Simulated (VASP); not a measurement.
# S: single point with PBE

The system is S.

```
S
1.0
     2.29249    0.00000    0.00000
     0.00000    2.29249    0.00000
     0.00000    0.00000    2.29249
S
1
Direct
  0.00000 0.00000 0.00000
```

This cell differs from its parent crystal: volume scaled by 0.7.

* Program: VASP 6.6.1
* Task: single point
* Functional: PBE
* Potentials or basis: VASP PAW PBE potentials, release 64 (S)
* Cutoff: 520 eV
* k mesh: 14 × 14 × 14
* Occupations: fermi-dirac, width 0.1 eV
* Spin: no spin polarisation

```
Pressure               : 56.7 GPa
Band gap on the k mesh : zero (band 3 reaches 17.98 eV, above the bottom of band 4 at 7.53 eV)
```

Levels at points of the mesh, in eV from the Fermi level:
```csv
k point,band 1,band 2,band 3,band 4,band 5,band 6,band 7,band 8
"(0.00, 0.00, 0.00)",-21.62,2.02,2.02,2.02,5.56,5.56,13.20,24.92
"(0.50, 0.00, 0.00)",-17.10,-12.35,4.74,4.74,8.30,14.03,14.03,16.39
"(0.50, 0.50, 0.00)",-12.29,-8.84,-8.84,-0.69,7.22,16.24,16.72,16.72
"(0.50, 0.50, 0.50)",-6.56,-5.70,-5.70,-5.70,3.37,3.37,3.37,10.89
```

It took 4.2 s on 1 thread of Intel(R) Xeon(R) 6975P-C (Granite Rapids), with other jobs on the host, peak memory 0.12 GiB.
